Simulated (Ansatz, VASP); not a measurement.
**SnSe: VASP beside Ansatz**

File POSCAR:

```
SnSe
1.0
    0.0000000000      3.1221976799      3.1221976799
    3.1221976799      0.0000000000      3.1221976799
    3.1221976799      3.1221976799      0.0000000000
Sn Se
1 1
Direct
    0.0000000000      0.0000000000      0.0000000000
    0.5000000000      0.5000000000      0.5000000000
```

INCAR.step1

```
PREC = Accurate ; ENCUT = 520
ISMEAR = -1 ; SIGMA = 0.02
LREAL = False ; LASPH = True
NELM = 150 ; MAGMOM = 0 0 0 0 0 0
LSORBIT = True ; GGA_COMPAT = False
NBANDS = 32 ; GGA = PE
ALGO = Normal ; EDIFF = 1E-4
LWAVE = True ; LCHARG = False
```

INCAR.step2

```
PREC = Accurate ; ENCUT = 520
EDIFF = 1E-7 ; ISMEAR = -1
SIGMA = 0.02 ; LREAL = False
LASPH = True ; NELM = 150
ALGO = Normal ; ISIF = 2
LWAVE = False ; LCHARG = True
MAGMOM = 0 0 0 0 0 0 ; LORBIT = 11
LSORBIT = True ; GGA_COMPAT = False
LORBMOM = True ; METAGGA = R2SCAN
LMIXTAU = True ; LVHAR = True
NBANDS = 32 ; ISTART = 1
```

File KPOINTS:

```
Automatic mesh
0
Gamma
  8 8 8
```

Input for Ansatz:

```yaml
crystal:
  lattice:
    - [0.0, 3.1221976799, 3.1221976799]
    - [3.1221976799, 0.0, 3.1221976799]
    - [3.1221976799, 3.1221976799, 0.0]
  atoms:
    - { symbol: Sn, position: [0.0, 0.0, 0.0] }
    - { symbol: Se, position: [0.5, 0.5, 0.5] }
kpoints:
  mp_grid: { grid: [8, 8, 8] }
  band_path:
    path:
      - [0.0, 0.0, 0.0]
      - [0.5, 0.0, 0.5]
      - [0.625, 0.25, 0.625]
      - [0.375, 0.375, 0.75]
      - [0.5, 0.5, 0.5]
      - [0.5, 0.25, 0.75]
      - [0.5, 0.475, 0.525]
      - [-0.031576, -0.017578, 0.484049]
    npoints: 1
hamiltonian:
  xc: r2scan
scf:
  occupations: { method: fermi_dirac, width: 0.02 }
  n_extra_bands: 8
magnetization:
  noncollinear: true
  spin_orbit: true
output:
  forces: true
  stress: true
  eigenvalues: true
  write_density: true
  write_potential: true
  elf: true
  volumetric_format: npy
```

Change from the starting cell: hydrostatic strain +4.0%.

Alike in both runs: task single point; functional r2SCAN; k mesh 8 × 8 × 8; occupations fermi-dirac, width 0.02 eV; non-collinear spin, spin-orbit coupling.

|  | VASP | Ansatz |
| --- | --- | --- |
| version | VASP 6.6.1 | Ansatz 0.2.0 |
| potentials or method | VASP PAW PBE potentials, release 64 (Sn_d, Se) | plane waves, PAW |
| plane-wave cutoff (eV) | 520 | 500 |
| valence electrons in the cell | 20 | 30 |

|  | VASP | Ansatz | Ansatz less VASP |
| --- | --- | --- | --- |
| pressure (GPa) | -4.7 | -4.7 | 0.00 |

VASP's potentials were made for PBE, not for r2SCAN. VASP's potentials hold 20 valence electrons a cell and Ansatz's 30, so a difference there can come from the potentials and not from the codes.
